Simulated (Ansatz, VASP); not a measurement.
**Two plane-wave programs on Ti**

File POSCAR:

```
Ti
1.0
   -1.6258948707      1.6258948707      1.5446001272
    1.6258948707     -1.6258948707      1.5446001272
    1.6258948707      1.6258948707     -1.5446001272
Ti
1
Direct
    0.0000000000      0.0000000000      0.0000000000
```

The input INCAR.step1:

```
PREC = Accurate
ENCUT = 520
ISMEAR = 0
SIGMA = 0.15
LREAL = False
LASPH = True
NELM = 60
NBANDS = 12
GGA = PE
ALGO = Normal
EDIFF = 1E-4
LWAVE = True
LCHARG = False
```

INCAR.step2

```
PREC = Accurate
ENCUT = 520
EDIFF = 1E-6
ISMEAR = 0
SIGMA = 0.15
LREAL = False
LASPH = True
NELM = 60
ALGO = Normal
ISIF = 2
LWAVE = False
LCHARG = False
METAGGA = R2SCAN
LMIXTAU = True
NBANDS = 12
ISTART = 1
```

File KPOINTS:

```
Automatic mesh
0
Gamma
  26 26 26
```

Input for Ansatz:

```yaml
crystal:
  lattice:
    - [-1.6258948707, 1.6258948707, 1.5446001272]
    - [1.6258948707, -1.6258948707, 1.5446001272]
    - [1.6258948707, 1.6258948707, -1.5446001272]
  atoms:
    - { symbol: Ti, position: [0.0, 0.0, 0.0] }
basis:
  ecutwfc: 500
kpoints:
  mp_grid: { grid: [26, 26, 26] }
hamiltonian:
  xc: r2scan
scf:
  occupations: { method: gaussian, width: 0.15 }
output:
  forces: true
  stress: true
  eigenvalues: true
```

Change from the starting cell: strain +0.000 along x and y, -0.050 along z, atoms carried along.

Alike in both runs: task single point; functional r2SCAN; k mesh 26 × 26 × 26; occupations gaussian, width 0.15 eV; no spin polarisation.

|  | VASP | Ansatz |
| --- | --- | --- |
| version | VASP 6.6.1 | Ansatz 0.2.0 |
| potentials or method | VASP PAW PBE potentials, release 64 (Ti_sv), cutoff 520 eV | scalar-relativistic, plane waves, PAW |
| valence electrons in the cell | 12 | 12 |

```csv
,VASP,Ansatz,Ansatz less VASP
gap on the k mesh at the Fermi level (eV),none,none,-
pressure (GPa),6.8,6.4,-0.37
"traceless stress, the component that is largest in VASP (GPa)",-1.45,-1.43,+0.013
```

VASP's potentials were made for PBE, not for r2SCAN. A gap of «none» marks a metal or a gap that the smearing closes.
